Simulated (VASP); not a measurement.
Wanted: the native input for a VASP 6.6.1 run.

```
Task                   : single point
Functional             : PBE
Potentials or basis    : VASP PAW PBE potentials, release 64 (Be, S)
Cutoff                 : 520 eV
k mesh                 : 8 × 8 × 4
Occupations            : gaussian, width 0.02 eV
Spin                   : no spin polarisation
Dipole correction      : no
Further INCAR settings : ALGO = Normal; EDIFF = 1e-06; NBANDS = 19
```

The structure of Be2S3 lies in POSCAR:

```
Be2S3
1.0
    2.2667207890     -2.5937021954     -0.0046084607
    2.2667207890      2.5937021954     -0.0046084607
   -0.3519450692      0.0000000000      6.4027130822
Be S
2 3
Direct
    0.4925462942      0.9428038966      0.8098069690
    0.0571961034      0.5074537058      0.1901930310
    0.3633766428      0.4188869422      0.6400792460
    0.5811130578      0.6366233572      0.3599207540
    0.0057679019      0.9942320981      0.0000000000
```

The input as run:

INCAR

```
PREC     = Accurate       # precision mode
ENCUT    = 520            # plane-wave cutoff, eV
EDIFF    = 1E-6           # SCF threshold, eV
ISMEAR   = 0              # smearing method
SIGMA    = 0.02           # smearing width, eV
LREAL    = F              # projectors in reciprocal space
LASPH    = T              # aspherical terms in the spheres
NELM     = 80             # most SCF steps
ALGO     = Normal         # electronic algorithm
ISIF     = 2              # what is computed and relaxed
LWAVE    = F              # write WAVECAR
LCHARG   = T              # write CHGCAR
GGA      = PE             # functional
LELF     = T              # ELF
LVHAR    = T            
NBANDS   = 19             # bands
```

KPOINTS

```
Automatic mesh
0
Gamma
  8 8 4
```

Potentials or basis: VASP PAW PBE potentials, release 64 (Be, S).

Command:

```sh
$ cat potpaw_PBE.64/Be/POTCAR potpaw_PBE.64/S/POTCAR > POTCAR
$ mpirun -np 1 vasp_std > vasp.out
```

Results of the run:

| Quantity | Value |
| --- | --- |
| Pressure | 4.0 GPa |
| Largest force | 0.102 eV/Å |
| Band gap on the k mesh | 1.35 eV (least direct gap 2.24 eV) |

Caveat: the cell stands under pressure.

Wall time 79 s on 1 thread of Intel(R) Xeon(R) Platinum 8259CL CPU @ 2.50GHz (Skylake/Cascade Lake), on a shared host, peak memory 0.23 GiB.
